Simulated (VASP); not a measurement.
Set up this calculation in VASP 6.6.1, as the native input.

```
Task                   : relaxation of shape and atoms at fixed volume
Functional             : PBE
Dispersion             : D3(BJ)
Potentials or basis    : VASP PAW PBE potentials, release 64 (W_sv, S)
Cutoff                 : 600 eV
k mesh                 : 12 × 12 × 4
Occupations            : gaussian, width 0.02 eV
Spin                   : no spin polarisation
Dipole correction      : no
Further INCAR settings : ALGO = Normal; EDIFF = 1e-07; IBRION = 2; EDIFFG = -0.01; NSW = 50; ISIF = 4
```

The structure of WS2 lies in POSCAR:

```
WS2
1.0
    3.0863749037      0.0000000000      0.0000000000
   -1.5431874518      2.6728790722      0.0000000000
    0.0000000000      0.0000000000     11.5384044696
W S
2 4
Direct
    0.3333333333      0.6666666667      0.2500000000
    0.6666666667      0.3333333333      0.7500000000
    0.3333333333      0.6666666667      0.6146983098
    0.6666666667      0.3333333333      0.1146983098
    0.3333333333      0.6666666667      0.8853016902
    0.6666666667      0.3333333333      0.3853016902
```

The input as run:

INCAR

```
SYSTEM = WS2
ALGO = Normal
EDIFF = 1E-7
EDIFFG = -0.01
ENCUT = 600
GGA = PE
IBRION = 2
ISIF = 4
ISMEAR = 0
IVDW = 12
LASPH = .TRUE.
LCHARG = .FALSE.
LREAL = .FALSE.
LWAVE = .FALSE.
NELM = 100
NSW = 50
PREC = Accurate
SIGMA = 0.02
```

KPOINTS

```
k-points
0
G
  12 12 4
  0 0 0
```

Potentials or basis: VASP PAW PBE potentials, release 64 (W_sv, S).

Run with:

```sh
$ cat potpaw_PBE.64/W_sv/POTCAR potpaw_PBE.64/S/POTCAR > POTCAR
$ mpirun -np 1 vasp_std > vasp.out
```

Results of the run:

```
Energy gained by relaxing    : 5.6 meV/atom
Ionic steps                  : 5
Pressure after relaxing      : 7.6 GPa
Largest force after relaxing : 0.004 eV/Å
Band gap on the k mesh       : 0.53 eV (least direct gap 1.93 eV)
Dispersion energy per atom   : -0.482 eV
```

Caveat: spin-orbit coupling is left out, which moves the levels of the heavy elements.

Run time: 6.9 min on 1 thread of Intel(R) Xeon(R) 6975P-C (Granite Rapids) (shared host), peak memory 0.37 GiB.
